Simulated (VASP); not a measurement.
The system is Ga3O.

```xyz
4
Lattice="3.8909 0.0000 0.0000 0.0000 3.8909 0.0000 0.0000 0.0000 3.8909" Properties=species:S:1:pos:R:3 pbc="T T T"
Ga    0.0000    1.9455    1.9455
Ga    1.9455    0.0000    1.9455
Ga    1.9455    1.9455    0.0000
O     0.0000    0.0000    0.0000
```

```yaml
Program: VASP 6.6.1
Task: relaxation of cell and atoms
Functional: PBE
Potentials_or_basis: VASP PAW PBE potentials, release 64 (Ga_d, O)
Cutoff: 600 eV
k_mesh: 4 × 4 × 4
Occupations: gaussian, width 0.1 eV
Spin: no spin polarisation
```

At the start: pressure 7.4 GPa; volume 14.73 Å³/atom.

Problem. How do energy, volume and symmetry change on relaxing?

Solution. Over 3 steps the energy falls by 36.3 meV/atom and the volume is 16.31 Å³/atom (+10.8 %); space group Pm-3m (No. 221, to 0.1 Å) before and after.

Step by step:
```csv
step,energy change (eV),largest force (eV/Å),pressure (GPa),volume (Å³)
1,0.0000,0.0000,7.35,58.91
2,-0.1446,0.0000,0.43,64.86
3,-0.1452,0.0000,0.04,65.24
```

Final structure:
```
Ga O
1.0
     4.02568    0.00000    0.00000
     0.00000    4.02568    0.00000
     0.00000    0.00000    4.02568
Ga O
3 1
Direct
  0.00000 0.50000 0.50000
  0.50000 0.00000 0.50000
  0.50000 0.50000 0.00000
  0.00000 0.00000 0.00000
```

Caveat: the k points lie up to 0.39 Å⁻¹ apart in the final cell, too coarse for converged energies and pressures of a metal.
